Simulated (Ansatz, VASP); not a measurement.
**Se: VASP beside Ansatz**

```
Se
1.0
     4.10566    0.00000    0.00000
    -2.05283    3.55561    0.00000
     0.00000    0.00000    5.31767
Se
3
Direct
  0.25435 0.00000 0.33333
  0.00000 0.25435 0.66667
  0.74565 0.74565 0.00000
```

Alike in both runs: task single point; functional LDA; k mesh 9 × 9 × 6; occupations fermi-dirac, width 0.05 eV; no spin polarisation.

|  | VASP | Ansatz |
| --- | --- | --- |
| version | VASP 6.6.1 | Ansatz 0.2.0 |
| potentials or method | VASP PAW LDA potentials, release 64 (Se), cutoff 520 eV | plane waves (420 eV) with PAW, scalar-relativistic |
| valence electrons in the cell | 18 | 48 |

VASP gave:

- pressure (GPa): -6.5
- traceless stress, the component that is largest in VASP (GPa): -1.94

Which values does Ansatz return?

Pressure (GPa): -6.6; traceless stress, the component that is largest in VASP (GPa): -1.99.

Ansatz warns that its potentials were made for another functional, while VASP's fit it. LDA's correlation is that of Perdew and Zunger in VASP and of Perdew and Wang (1992) in Ansatz. VASP's potentials hold 18 valence electrons a cell and Ansatz's 48, so a difference there can come from the potentials and not from the codes.
